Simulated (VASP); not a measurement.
Set up this calculation in VASP 6.6.1, as the native input.

```yaml
Task: single point
Functional: PBE
Dispersion: D4
Potentials_or_basis: VASP PAW PBE potentials, release 64 (Pb_d, Se)
Cutoff: 520 eV
k_mesh: 6 × 6 × 6
Occupations: fermi-dirac, width 0.02 eV
Spin: no spin polarisation
Dipole_correction: no
Further_INCAR_settings: ALGO = Normal; EDIFF = 1e-06; NBANDS = 17
```

The structure of PbSe (Clausthalite) lies in POSCAR:

```
PbSe
1.0
    0.0000000000      3.0661043214      3.0661043214
    3.0661043214      0.0000000000      3.0661043214
    3.0661043214      3.0661043214      0.0000000000
Pb Se
1 1
Direct
    0.0000000000      0.0000000000      0.0000000000
    0.5000000000      0.5000000000      0.5000000000
```

One way to write it, as run:

INCAR

```
ALGO     = Normal         # electronic algorithm
EDIFF    = 1E-6           # SCF threshold, eV
ENCUT    = 520            # plane-wave cutoff, eV
GGA      = PE             # functional
ISIF     = 2              # what is computed and relaxed
ISMEAR   = -1             # smearing method
IVDW     = 13             # dispersion correction
LASPH    = True           # aspherical terms in the spheres
LCHARG   = True           # write CHGCAR
LELF     = True           # ELF
LREAL    = False          # projectors in reciprocal space
LVHAR    = True         
LWAVE    = False          # write WAVECAR
NBANDS   = 17             # bands
NELM     = 80             # most SCF steps
PREC     = Accurate       # precision mode
SIGMA    = 0.02           # smearing width, eV
```

KPOINTS

```
k-points
0
Gamma
  6 6 6
```

Potentials or basis: VASP PAW PBE potentials, release 64 (Pb_d, Se).

Command:

```sh
$ cat potpaw_PBE.64/Pb_d/POTCAR potpaw_PBE.64/Se/POTCAR > POTCAR
$ mpirun -np 1 vasp_std > vasp.out
```

Results of the run:

```
Pressure                   : 0.0 GPa
Band gap on the k mesh     : 0.31 eV, direct
Dispersion energy per atom : -0.397 eV
```

Caveat: spin-orbit coupling is left out, which moves the levels of the heavy elements.

It took 7.4 s on 1 thread of AMD EPYC 9R45 (Zen 5), on a shared host, peak memory 0.15 GiB.
